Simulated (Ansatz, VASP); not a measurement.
## MgO in VASP and in Ansatz

```
CELL_PARAMETERS angstrom
2.54958 0.00000 0.00000
0.00000 2.54958 0.00000
0.00000 0.00000 2.54958
ATOMIC_POSITIONS crystal
Mg 0.00000 0.00000 0.00000
O 0.50000 0.50000 0.50000
```

Alike in both runs: task single point; functional PBE; k mesh 14 × 14 × 14; occupations gaussian, width 0.05 eV; no spin polarisation.

|  | VASP | Ansatz |
| --- | --- | --- |
| version | VASP 6.6.1 | Ansatz 0.2.0 |
| potentials or method | VASP PAW PBE potentials, release 64 (Mg, O), cutoff 520 eV | scalar-relativistic, plane waves, PAW |
| valence electrons in the cell | 8 | 16 |

|  | VASP | Ansatz | Ansatz less VASP |
| --- | --- | --- | --- |
| gap on the k mesh at the Fermi level (eV) | 3.47 | 3.48 | +0.014 |
| least direct gap on the mesh (eV) | 4.59 | 4.60 | +0.011 |
| pressure (GPa) | 22.0 | 22.8 | +0.75 |

VASP's potentials hold 8 valence electrons a cell and Ansatz's 16, so a difference there can come from the potentials and not from the codes.
